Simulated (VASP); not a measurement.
# K2BePd2 (I4/mmm) in VASP: further runs

Runs on K2BePd2. Level: PBE. Tasks: single point, relaxation of cell and atoms.

Everything below comes from runs of VASP 6.6.1. Logs are shortened: lines on timing, memory, paths and dates and some standing lists are left out, and cuts for length are marked.

## (1) The cell of the first run

Symmetry: I4/mmm, No. 139, tetragonal system. The conventional cell has a = 4.339 Å, b = 4.339 Å, c = 11.384 Å, α = 90.00°, β = 90.00°, γ = 90.00°. Within 3.4 Å of K (site symmetry 4mm) lie 4 Pd at 2.59 Å and 1 K at 2.87 Å and 4 Be at 3.39 Å. Be (site symmetry 4/mmm) has 10 K at 3.39 to 4.26 Å and 8 Pd at 3.58 Å and 4 Be at 4.34 Å within 4.5 Å. Pd (site symmetry -4m2) has 4 K at 2.59 Å and 4 Pd at 3.07 Å within 3.4 Å.

## (2) Single point, PBE

INCAR reads:

```
PREC = Accurate
ENCUT = 520
EDIFF = 1E-6
ISMEAR = 0
SIGMA = 0.1
LREAL = F
LASPH = T
NELM = 60
ALGO = Fast
ISIF = 2
LWAVE = F
LCHARG = T
GGA = PE
LELF = T
LVHAR = T
NBANDS = 28
```

KPOINTS reads:

```
Automatic mesh
0
Gamma
  6 6 6
```

POSCAR reads:

```
K2BePd2
1.0
   -2.1694491941      2.1694491941      5.6921191727
    2.1694491941     -2.1694491941      5.6921191727
    2.1694491941      2.1694491941     -5.6921191727
K Be Pd
2 1 2
Direct
    0.6260000000      0.6260000000      0.0000000000
    0.3740000000      0.3740000000      0.0000000000
    0.0000000000      0.0000000000      0.0000000000
    0.2500000000      0.7500000000      0.5000000000
    0.7500000000      0.2500000000      0.5000000000
```

Potentials or basis: VASP PAW PBE potentials, release 64 (K_sv, Be, Pd).

Launch:

```sh
$ cat potpaw_PBE.64/K_sv/POTCAR potpaw_PBE.64/Be/POTCAR potpaw_PBE.64/Pd/POTCAR > POTCAR
$ mpirun -np 1 vasp_std > vasp.out
```

OUTCAR:

```text
PREC = Accurate
   ENCUT = 520
   EDIFF = 1E-6
   ISMEAR = 0
   LREAL = F
   LASPH = T
   NELM = 60
   ISIF = 2
   GGA = PE

 ion  position               nearest neighbor table
   1  0.626  0.626  0.000-   4 2.59   5 2.59   4 2.59   5 2.59   2 2.87
   2  0.374  0.374  0.000-   4 2.59   5 2.59   4 2.59   5 2.59   1 2.87
   3  0.000  0.000  0.000-
   4  0.250  0.750  0.500-   1 2.59   2 2.59   2 2.59   1 2.59   5 3.07   5 3.07   5 3.07   5 3.07

   5  0.750  0.250  0.500-   1 2.59   2 2.59   2 2.59   1 2.59   4 3.07   4 3.07   4 3.07   4 3.07

  LATTYP: Found a body centered tetragonal cell.
 ALAT       =     4.3388983882
 C/A-ratio  =     2.6237623763

  Lattice vectors:

 A1 = (  -2.1694491941,   2.1694491941,   5.6921191727)
 A2 = (   2.1694491941,  -2.1694491941,   5.6921191727)
 A3 = (   2.1694491941,   2.1694491941,  -5.6921191727)

Analysis of symmetry for initial positions (statically):
=====================================================================
 Subroutine PRICEL returns:
 Original cell was already a primitive cell.

 Routine SETGRP: Setting up the symmetry group for a
 body centered tetragonal supercell.

 Subroutine GETGRP returns: Found 16 space group operations
 (whereof 16 operations were pure point group operations)
 out of a pool of 16 trial point group operations.

The static configuration has the point symmetry D_4h.

Analysis of symmetry for dynamics (positions and initial velocities):
=====================================================================
 Subroutine PRICEL returns:
 Original cell was already a primitive cell.

 Routine SETGRP: Setting up the symmetry group for a
 body centered tetragonal supercell.

 Subroutine GETGRP returns: Found 16 space group operations
 (whereof 16 operations were pure point group operations)
 out of a pool of 16 trial point group operations.

The dynamic configuration has the point symmetry D_4h.

 Subroutine INISYM returns: Found 16 space group operations
 (whereof 16 operations are pure point group operations),
 and found     1 'primitive' translations

----------------------------------------------------------------------------------------

                                     Primitive cell

  volume of cell :     107.1601

  direct lattice vectors                    reciprocal lattice vectors
    -2.169449194  2.169449194  5.692119173     0.000000000  0.230473247  0.087840747
     2.169449194 -2.169449194  5.692119173     0.230473247  0.000000000  0.087840747
     2.169449194  2.169449194 -5.692119173     0.230473247  0.230473247  0.000000000

  length of vectors
     6.466315820  6.466315820  6.466315820     0.246645321  0.246645321  0.325938392

  position of ions in fractional coordinates (direct lattice)
     0.626000000  0.626000000  0.000000000
     0.374000000  0.374000000  0.000000000
     0.000000000  0.000000000  0.000000000
     0.250000000  0.750000000  0.500000000
     0.750000000  0.250000000  0.500000000

  ion indices of the primitive-cell ions
   primitive index   ion index
                 1           1
                 2           2
                 3           3
                 4           4
                 5           5

----------------------------------------------------------------------------------------

 KPOINTS: Automatic mesh

Automatic generation of k-mesh.
 Grid dimensions read from file:
 generate k-points for:    6    6    6

 Generating k-lattice:

  Cartesian coordinates                     Fractional coordinates (reciprocal lattice)
     0.000000000  0.038412208  0.014640124     0.166666667 -0.000000000  0.000000000
     0.038412208  0.000000000  0.014640124    -0.000000000  0.166666667  0.000000000
     0.038412208  0.038412208  0.000000000     0.000000000  0.000000000  0.166666667

  Length of vectors
     0.041107554  0.041107554  0.054323065

  Shift w.r.t. Gamma in fractional coordinates (k-lattice)
     0.000000000  0.000000000  0.000000000

 Subroutine IBZKPT returns following result:
 ===========================================

 Found     30 irreducible k-points:

 Following reciprocal coordinates:
            Coordinates               Weight
  0.000000  0.000000  0.000000      1.000000
  0.166667 -0.000000  0.000000      8.000000
  0.333333  0.000000  0.000000      8.000000
  0.500000 -0.000000  0.000000      4.000000
  0.166667  0.166667  0.000000      8.000000
  0.333333  0.166667  0.000000     16.000000
[... 16 lines left out ...]
 -0.333333 -0.333333  0.166667      8.000000
 -0.166667 -0.333333  0.166667      8.000000
 [... further k-points ...]
   k-points           NKPTS =     30   k-points in BZ     NKDIM =     30   number of bands    NBANDS=     28
   number of dos      NEDOS =    301   number of ions     NIONS =      5
   total plane-waves  NPLWV = 110592
   dimension x,y,z NGX =    48 NGY =   48 NGZ =   48
   dimension x,y,z NGXF=    96 NGYF=   96 NGZF=   96
   ions per type =               2   1   2
   NGX,Y,Z   is equivalent  to a cutoff of  12.34, 12.34, 12.34 a.u.
   NGXF,Y,Z  is equivalent  to a cutoff of  24.68, 24.68, 24.68 a.u.
 SYSTEM =  unknown system
   PREC   = accura    normal or accurate (medium, high low for compatibility)
   ISTART =      0    job   : 0-new  1-cont  2-samecut
   ICHARG =      2    charge: 1-file 2-atom 10-const
   ISPIN  =      1    spin polarized calculation?
   LNONCOLLINEAR =      F non collinear calculations
   LSORBIT =      F    spin-orbit coupling
   LASPH  =      T    aspherical Exc in radial PAW
   ENCUT  =  520.0 eV  38.22 Ry    6.18 a.u.  12.02 12.02 12.02*2*pi/ulx,y,z
   NELM   =     60;   NELMIN=  2; NELMDL= -5     # of ELM steps
   EDIFF  = 0.1E-05   stopping-criterion for ELM
   LREAL  =      F    real-space projection
   EDIFFG = 0.1E-04   stopping-criterion for IOM
   NSW    =      0    number of steps for IOM
   IBRION =     -1    ionic relax: 0-MD 1-quasi-New 2-CG
   NFREE  =      0    steps in history (QN), initial steepest desc. (CG)
   ISIF   =      2    stress and relaxation
   ISYM   =      2    0-nonsym 1-usesym 2-fastsym
   POTIM  = 0.5000    time-step for ionic-motion
   TEBEG  =    0.0;   TEEND  =   0.0 temperature during run
   PSTRESS=    0.0 pullay stress
   NELECT =      40.0000    total number of electrons
   NUPDOWN=      -1.0000    fix difference up-down
   EMIN   =  10.00;   EMAX   =-10.00  energy-range for DOS
   EFERMI =   0.00;   METHOD = LEGACY
   ISMEAR =     0;   SIGMA  =   0.10  broadening in eV -4-tet -1-fermi 0-gaus
   EFERMI_NEDOS =   21; number of points for ismear=-14 and -15
   IALGO  =     68    algorithm
   IMIX   =      4    mixing-type and parameters
     AMIX     =   0.40;   BMIX     =  1.00
     AMIX_MAG =   1.60;   BMIX_MAG =  1.00
  volume/ion in A,a.u.               =      21.43       144.63
  Fermi-wavevector in a.u.,A,eV,Ry     =   1.178738  2.227491 18.904242  1.389423
  Thomas-Fermi vector in A             =   2.315061
   LORBIT       =      0    0 simple, 1 ext, 2 COOP (PROOUT), +10 PAW based schemes
   GGA     = PE    functional components
   LHFCALC =     F    Hartree Fock is set to
   AEXX    =    0.0000 exact exchange contribution
   IVDW    =     0    specifies the selected vdW correction
   LEPSILON=     F    determine dielectric tensor
   LRPA    =     F    only Hartree local field effects (RPA)
 non-spin polarized calculation
 RMM-DIIS sequential band-by-band and
 Gauss-broadening in eV      SIGMA  =   0.10
  energy-cutoff  :      520.00
  volume of cell :      107.16
 maximum number of plane-waves:      2912
   NGX = 25   NGY = 25   NGZ = 25

 number of electron      39.9999999 magnetization

 Free energy of the ion-electron system (eV)
  ---------------------------------------------------
  ext. energy  EPLUGINS =         0.00000000
  ---------------------------------------------------
  free energy    TOTEN  =        -9.92859203 eV

  energy without entropy =       -9.91992969  energy(sigma->0) =       -9.92426086

 E-fermi :   3.6238     XC(G=0):  -9.6398

 val. band max:        3.5568527499   @ k =  -0.1667   0.5000   0.1667
 cond. band min:       3.6481960410   @ k =   0.5000  -0.0000   0.0000
 fundamental gap:      0.0913432911
 Fermi energy:         3.6237645661

 k-point     1 :       0.0000    0.0000    0.0000
  band No.  band energies     occupation
      1     -26.8187      2.00000
      2     -26.6218      2.00000
      3     -11.1277      2.00000
      4     -10.4697      2.00000
      5     -10.4697      2.00000
      6     -10.3015      2.00000
[... 20 lines left out ...]
     27       7.6775      0.00000
     28       9.9166      0.00000

 k-point     2 :       0.1667   -0.0000    0.0000
  band No.  band energies     occupation
      1     -26.8143      2.00000
      2     -26.6227      2.00000
      3     -11.1045      2.00000
      4     -10.4986      2.00000
      5     -10.4664      2.00000
      6     -10.3249      2.00000
[... 20 lines left out ...]
     27       8.8461      0.00000
     28       9.9657      0.00000

 k-point     3 :       0.3333    0.0000    0.0000
  band No.  band energies     occupation
      1     -26.8055      2.00000
      2     -26.6246      2.00000
      3     -11.0564      2.00000
      4     -10.5568      2.00000
      5     -10.4598      2.00000
      6     -10.3709      2.00000
[... 20 lines left out ...]
     27       9.0979      0.00000
     28       9.9974      0.00000

 k-point     4 :       0.5000   -0.0000    0.0000
  band No.  band energies     occupation
      1     -26.8009      2.00000
      2     -26.6256      2.00000
      3     -11.0313      2.00000
      4     -10.5865      2.00000
      5     -10.4564      2.00000
      6     -10.3934      2.00000
[... 578 lines left out ...]
     27       8.6343      0.00000
     28       9.7597      0.00000

 k-point    23 :      -0.3333   -0.3333    0.1667
  band No.  band energies     occupation
      1     -26.8011      2.00000
      2     -26.6328      2.00000
      3     -11.0381      2.00000
      4     -10.4968      2.00000
      5     -10.4882      2.00000
      6     -10.3408      2.00000
[... 20 lines left out ...]
     27       8.9999      0.00000
     28       9.1596      0.00000

 k-point    24 :      -0.1667   -0.3333    0.1667
  band No.  band energies     occupation
      1     -26.8070      2.00000
      2     -26.6304      2.00000
      3     -11.0694      2.00000
      4     -10.4962      2.00000
      5     -10.4626      2.00000
      6     -10.3289      2.00000
[... 20 lines left out ...]
     27       8.6230      0.00000
     28       9.5063      0.00000

 [... further k-points ...]

------------------------ aborting loop because EDIFF is reached ----------------------------------------

  FORCE on cell =-STRESS in cart. coord.  units (eV):
  Direction    XX          YY          ZZ          XY          YZ          ZX
  --------------------------------------------------------------------------------------
  -------------------------------------------------------------------------------------
  Total        8.0996602      8.0996602      7.3336940      0.0000000     -0.0000000      0.0000000
  in kB      121.1000830    121.1000830    109.6479262      0.0000000     -0.0000000      0.0000000
  external PRESSURE =     117.2826974 kB  Pullay stress =       0.0000000 kB

 VOLUME and BASIS-vectors are now :
 -----------------------------------------------------------------------------
  energy-cutoff  :      520.00
  volume of cell :      107.16
      direct lattice vectors                 reciprocal lattice vectors
    -2.169449194  2.169449194  5.692119173     0.000000000  0.230473247  0.087840747
     2.169449194 -2.169449194  5.692119173     0.230473247  0.000000000  0.087840747
     2.169449194  2.169449194 -5.692119173     0.230473247  0.230473247  0.000000000

 POSITION                                       TOTAL-FORCE (eV/Angst)
 -----------------------------------------------------------------------------------
      0.00000      0.00000      7.12653         0.000000      0.000000     -2.287183
      0.00000      0.00000      4.25771        -0.000000     -0.000000      2.287183
      0.00000      0.00000      0.00000        -0.000000     -0.000000      0.000000
      2.16945      0.00000      2.84606        -0.000000     -0.000000      0.000000
      0.00000      2.16945      2.84606        -0.000000     -0.000000      0.000000
 -----------------------------------------------------------------------------------
    total drift:                                0.000000     -0.000000      0.000000

  FREE ENERGIE OF THE ION-ELECTRON SYSTEM (eV)
  ---------------------------------------------------
  free  energy   TOTEN  =        -9.9285920285 eV

  energy  without entropy=       -9.9199296907  energy(sigma->0) =       -9.92426086
```

Run time: 6.5 min. Hardware: 1 thread of Oxide Virtual Turin-like, shared host; peak memory 0.34 GiB.

What came out:

```yaml
Free_energy: -9.9286 eV
Pressure: 11.7 GPa
Largest_force: 2.287 eV/Å
Band_gap_on_the_k_mesh: zero (bands 20 and 21 overlap by 1.01 eV)
```

Forces in eV/Å, atoms in the order of the input:
```
K    0.000  0.000 -2.287
K    0.000  0.000  2.287
Be   0.000  0.000  0.000
Pd   0.000  0.000  0.000
Pd   0.000  0.000  0.000
```

Levels at points of the mesh, in eV from the Fermi level:
```csv
k point,band 18,band 19,band 20,band 21,band 22,band 23
"(0.00, 0.00, 0.00)",-1.40,-0.59,0.14,0.93,2.31,2.31
"(0.50, 0.00, 0.00)",-1.78,-1.48,-1.39,0.02,0.80,2.41
"(0.50, 0.50, 0.00)",-1.61,-1.06,0.38,0.71,0.98,2.42
"(0.50, 0.50, 0.50)",-1.60,-1.40,-0.59,2.49,2.49,2.89
```

Caveat: the cell stands under pressure; forces of over 1 eV/Å act on the atoms, so gaps and moduli don't describe the material at rest.

## (3) Relaxation of cell and atoms, PBE

INCAR reads:

```
ALGO = Normal ; EDIFF = 1E-6
EDIFFG = -0.04 ; ENCUT = 600
GGA = PE ; IBRION = 2
ISIF = 3 ; ISMEAR = 0
LASPH = T ; LCHARG = F
LREAL = F ; LWAVE = F
NELM = 80 ; NSW = 90
PREC = Accurate ; SIGMA = 0.1
```

KPOINTS reads:

```
k-points
0
Gamma
  6 6 6
```

POSCAR is that of step 2.

Potentials or basis: VASP PAW PBE potentials, release 64 (K_sv, Be, Pd).

Launch:

```sh
$ cat potpaw_PBE.64/K_sv/POTCAR potpaw_PBE.64/Be/POTCAR potpaw_PBE.64/Pd/POTCAR > POTCAR
$ mpirun -np 1 vasp_std > vasp.out
```

Wall time 59 min (1 thread of Oxide Virtual Turin-like, shared host); peak memory 0.45 GiB.

It converged, with:

- Free energy: -13.1800 eV
- Relaxed volume: 27.25 Å³/atom
- Relaxed cell: a = 10.070 Å, b = 10.070 Å, c = 10.070 Å, α = 158.57°, β = 158.57°, γ = 30.49°
- Space group after relaxing (to 0.1 Å): I4/mmm (No. 139)
- Energy gained by relaxing: 650.3 meV/atom
- Ionic steps: 18
- Pressure after relaxing: 0.0 GPa
- Largest force after relaxing: 0.012 eV/Å
- Band gap on the k mesh: zero (bands 20 and 21 overlap by 0.36 eV)

Forces on the atoms (eV/Å):
```
K    0.000  0.000  0.012
K    0.000  0.000 -0.012
Be   0.000  0.000  0.000
Pd   0.000  0.000  0.000
Pd   0.000  0.000  0.000
```

Stress tensor (GPa, compression positive):
```
-0.09  0.00  0.00
 0.00 -0.09  0.00
 0.00  0.00  0.22
```

Step by step:
```tsv
step	energy change (eV)	largest force (eV/Å)	pressure (GPa)	volume (Å³)
1	0.0000	2.2885	11.73	107.16
2	-1.1543	0.2980	1.26	133.39
3	-1.1822	0.1187	-0.23	142.41
4	-1.1855	0.0258	0.08	140.23
5	-1.2642	0.0822	-0.07	141.64
6	-1.5180	0.2181	-0.56	145.30
7	-2.0668	0.1442	-1.60	150.19
8	-3.0442	0.2666	-2.99	151.19
9	-3.1214	0.2882	-2.81	147.76
10	-3.1316	0.2959	-2.69	146.46
11	-3.2047	0.2447	-1.60	141.65
12	-3.2416	0.1669	-0.13	136.06
13	-3.2423	0.1570	0.21	135.24
14	-3.2422	0.1581	0.02	135.51
15	-3.2436	0.1461	0.00	135.62
16	-3.2469	0.1101	-0.04	135.95
17	-3.2495	0.0369	-0.10	136.60
18	-3.2513	0.0119	0.01	136.26
```

Final structure:
```cif
data_structure
_symmetry_space_group_name_H-M 'P 1'
_symmetry_Int_Tables_number 1
_cell_length_a 10.0700
_cell_length_b 10.0700
_cell_length_c 10.0700
_cell_angle_alpha 158.567
_cell_angle_beta 158.567
_cell_angle_gamma 30.493
_cell_volume 136.26
loop_
_atom_site_label
_atom_site_type_symbol
_atom_site_fract_x
_atom_site_fract_y
_atom_site_fract_z
_atom_site_occupancy
K1 K 0.61356 0.61356 0.00000 1
K2 K 0.38644 0.38644 0.00000 1
Be1 Be 0.00000 0.00000 0.00000 1
Pd1 Pd 0.25000 0.75000 0.50000 1
Pd2 Pd 0.75000 0.25000 0.50000 1
```

Levels at points of the mesh, in eV from the Fermi level:
```
           k point  band 16  band 17  band 18  band 19  band 20  band 21  band 22  band 23  band 24
(0.00, 0.00, 0.00)    -1.14    -0.74    -0.41    -0.41     0.20     1.27     2.00     3.25     3.25
(0.50, 0.00, 0.00)    -1.52    -1.47    -1.38    -1.38    -0.89    -0.15    -0.04     0.83     2.98
(0.50, 0.50, 0.00)    -1.17    -1.15    -0.19    -0.18     0.06     0.08     0.76     1.69     2.11
(0.50, 0.50, 0.50)    -0.75    -0.41    -0.41    -0.06     0.20     0.63     1.27     3.24     3.24
```

Caveat: the volume moved by over 15 % at a fixed basis, so the end points are rough.

The gap in the log of VASP goes by the Fermi energy; the results here count the filled bands.